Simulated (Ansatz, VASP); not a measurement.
# One calculation of Hf, two programs

The input POSCAR:

```
Hf
1.0
   -1.8501250000      1.8050000000      1.8050000000
    1.8501250000     -1.8050000000      1.8050000000
    1.8501250000      1.8050000000     -1.8050000000
Hf
1
Direct
    0.0000000000      0.0000000000      0.0000000000
```

The input INCAR.step1:

```
ALGO = Normal
EDIFF = 1E-4
ENCUT = 520
GGA = PE
ISMEAR = 0
LASPH = T
LCHARG = F
LREAL = F
LWAVE = T
NBANDS = 11
NELM = 60
PREC = Accurate
SIGMA = 0.15
```

INCAR.step2

```
ALGO = Normal
EDIFF = 1E-6
ENCUT = 520
ISIF = 2
ISMEAR = 0
ISTART = 1
LASPH = T
LCHARG = F
LMIXTAU = T
LREAL = F
LWAVE = F
METAGGA = R2SCAN
NBANDS = 11
NELM = 60
PREC = Accurate
SIGMA = 0.15
```

Contents of KPOINTS:

```
k-points
0
Gamma
  18 18 18
```

Input for Ansatz:

```yaml
crystal:
  lattice:
    - [-1.850125, 1.805, 1.805]
    - [1.850125, -1.805, 1.805]
    - [1.850125, 1.805, -1.805]
  atoms:
    - { symbol: Hf, position: [0.0, 0.0, 0.0] }
basis:
  ecutwfc: 500
kpoints:
  mp_grid: { grid: [18, 18, 18] }
hamiltonian:
  xc: r2scan
scf:
  occupations: { method: gaussian, width: 0.15 }
output:
  forces: true
  stress: true
  eigenvalues: true
  write_density: true
  write_potential: true
  elf: true
  volumetric_format: npy
```

Change from the starting cell: strain +0.0250 x Voigt [1, 0, 0, 0, 0, 0], atoms carried along.

Alike in both runs: task single point; functional r2SCAN; k mesh 18 × 18 × 18; occupations gaussian, width 0.15 eV; no spin polarisation.

|  | VASP | Ansatz |
| --- | --- | --- |
| version | VASP 6.6.1 | Ansatz 0.2.0 |
| potentials or method | VASP PAW PBE potentials, release 64 (Hf_pv), cutoff 520 eV | scalar-relativistic, plane waves, PAW |
| valence electrons in the cell | 10 | 26 |

|  | VASP | Ansatz | Ansatz less VASP |
| --- | --- | --- | --- |
| gap on the k mesh at the Fermi level (eV) | none | none | - |
| pressure (GPa) | -7.8 | -7.3 | +0.47 |
| traceless stress, the component that is largest in VASP (GPa) | 1.09 | 1.03 | -0.054 |

VASP's potentials were made for PBE, not for r2SCAN. A gap of «none» marks a metal or a gap that the smearing closes. The functional is the same, so the differences come from potentials, cutoffs and numerics. VASP's potentials hold 10 valence electrons a cell and Ansatz's 26, so a difference there can come from the potentials and not from the codes.

Spin-orbit coupling is off throughout.
